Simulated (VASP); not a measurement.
Set up this calculation in VASP 6.6.1, as the native input.

```yaml
Task: single point
Functional: PBEsol
Potentials_or_basis: VASP PAW PBE potentials, release 64 (Sn_d, O)
Cutoff: 520 eV
k_mesh: 12 × 12 × 2
Occupations: gaussian, width 0.01 eV
Spin: no spin polarisation
Dipole_correction: no
Further_INCAR_settings: ALGO = Normal; EDIFF = 1e-06; NBANDS = 35
```

The structure of SnO2 lies in POSCAR:

```
SnO2
1.0
    3.2413129028      0.0000000000      0.0000000000
   -1.6206564514      2.8070549520      0.0000000000
    0.0000000000      0.0000000000     10.8264092999
Sn O
2 4
Direct
    0.0000000000      0.0000000000      0.5000000000
    0.0000000000      0.0000000000      0.0000000000
    0.6666666667      0.3333333333      0.4058600000
    0.6666666667      0.3333333333      0.0941400000
    0.3333333333      0.6666666667      0.5941400000
    0.3333333333      0.6666666667      0.9058600000
```

These files were run (other wordings do the same):

INCAR

```
PREC = Accurate ; ENCUT = 520
EDIFF = 1E-6 ; ISMEAR = 0
SIGMA = 0.01 ; LREAL = False
LASPH = True ; NELM = 80
ALGO = Normal ; ISIF = 2
LWAVE = False ; LCHARG = True
GGA = PS ; LELF = True
LVHAR = True ; NBANDS = 35
```

KPOINTS

```
regular mesh
0
Gamma
  12 12 2
```

Potentials or basis: VASP PAW PBE potentials, release 64 (Sn_d, O).

Run with:

```console
$ cat potpaw_PBE.64/Sn_d/POTCAR potpaw_PBE.64/O/POTCAR > POTCAR
$ mpirun -np 1 vasp_std > vasp.out
```

Results of the run:

```yaml
Pressure: -5.0 GPa
Largest_force: 0.436 eV/Å
Band_gap_on_the_k_mesh: 1.99 eV, indirect (least direct gap 2.38 eV)
```

Caveat: the PAW data sets were made with another functional, which shifts forces and pressure a little; spin-orbit coupling is left out, which moves the levels of the heavy elements.

Run time: 43 s on 1 thread of Intel(R) Xeon(R) 6975P-C (Granite Rapids), on a shared host, peak memory 0.26 GiB.
